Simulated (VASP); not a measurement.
A run of VASP 6.6.1:

Contents of INCAR:

```
SYSTEM = AgW
PREC     = Accurate       ! precision mode
ENCUT    = 520            ! plane-wave cutoff, eV
EDIFF    = 1E-7           ! SCF threshold, eV
ISMEAR   = 0              ! smearing method
SIGMA    = 0.1            ! smearing width, eV
LREAL    = .False.        ! projectors in reciprocal space
LASPH    = .True.         ! aspherical terms in the spheres
NELM     = 100            ! most SCF steps
ALGO     = Fast           ! electronic algorithm
ISIF     = 2              ! what is computed and relaxed
LWAVE    = .False.        ! write WAVECAR
LCHARG   = .True.         ! write CHGCAR
GGA      = PE             ! functional
LELF     = .True.         ! ELF
LVHAR    = .True.       
NBANDS   = 33             ! bands
```

File KPOINTS:

```
regular mesh
0
Gamma
  12 12 12
  0 0 0
```

POSCAR

```
AgW
1.0
    0.0000000000      3.2311859395      3.2311859395
    3.2311859395      0.0000000000      3.2311859395
    3.2311859395      3.2311859395      0.0000000000
Ag W
2 2
Direct
    0.5000000000      0.5000000000      0.5000000000
    0.7500000000      0.7500000000      0.7500000000
    0.0000000000      0.0000000000      0.0000000000
    0.2500000000      0.2500000000      0.2500000000
```

Potentials or basis: VASP PAW PBE potentials, release 64 (Ag, W_sv).

The run is started by

```console
$ cat potpaw_PBE.64/Ag/POTCAR potpaw_PBE.64/W_sv/POTCAR > POTCAR
$ mpirun -np 1 vasp_std > vasp.out
```

Hardware: 1 thread of Intel(R) Xeon(R) 6975P-C (Granite Rapids) (shared host).

Question: How long does it take, and how much memory?

Answer: Wall time 88 s on 1 thread of Intel(R) Xeon(R) 6975P-C (Granite Rapids) (shared host), peak memory 0.29 GiB. Counts: scf iterations 16, k points 72.
